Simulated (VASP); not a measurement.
Wanted: the native input for a VASP 6.6.1 run.

```
Task                   : single point
Functional             : PBEsol
Potentials or basis    : VASP PAW PBE potentials, release 64 (Na_pv, I)
Cutoff                 : 520 eV
k mesh                 : 14 × 14 × 14
Occupations            : fermi-dirac, width 0.05 eV
Spin                   : no spin polarisation
Dipole correction      : no
Further INCAR settings : ALGO = Normal; EDIFF = 1e-07; NBANDS = 14
```

The structure of NaI lies in POSCAR:

```
NaI
1.0
    0.0000000000      3.2002564326      3.2002564326
    3.2002564326      0.0000000000      3.2002564326
    3.2002564326      3.2002564326      0.0000000000
Na I
1 1
Direct
    0.0000000000      0.0000000000      0.0000000000
    0.5000000000      0.5000000000      0.5000000000
```

These files were run (other wordings do the same):

INCAR

```
ALGO     = Normal         # electronic algorithm
EDIFF    = 1E-7           # SCF threshold, eV
ENCUT    = 520            # plane-wave cutoff, eV
GGA      = PS             # functional
ISIF     = 2              # what is computed and relaxed
ISMEAR   = -1             # smearing method
LASPH    = True           # aspherical terms in the spheres
LCHARG   = False          # write CHGCAR
LREAL    = False          # projectors in reciprocal space
LWAVE    = False          # write WAVECAR
NBANDS   = 14             # bands
NELM     = 80             # most SCF steps
PREC     = Accurate       # precision mode
SIGMA    = 0.05           # smearing width, eV
```

KPOINTS

```
k-points
0
Gamma
  14 14 14
```

Potentials or basis: VASP PAW PBE potentials, release 64 (Na_pv, I).

The run is started by

```console
$ cat potpaw_PBE.64/Na_pv/POTCAR potpaw_PBE.64/I/POTCAR > POTCAR
$ mpirun -np 1 vasp_std > vasp.out
```

It gave:

```json
{"Pressure": "0.1 GPa", "Band gap on the k mesh": "3.59 eV"}
```

Caveat: the PAW data sets were made with another functional, which shifts forces and pressure a little; spin-orbit coupling is left out, which moves the levels of the heavy elements.

It took 2.9 min on 1 thread of Oxide Virtual Turin-like Processor, with other jobs on the host, peak memory 0.23 GiB.
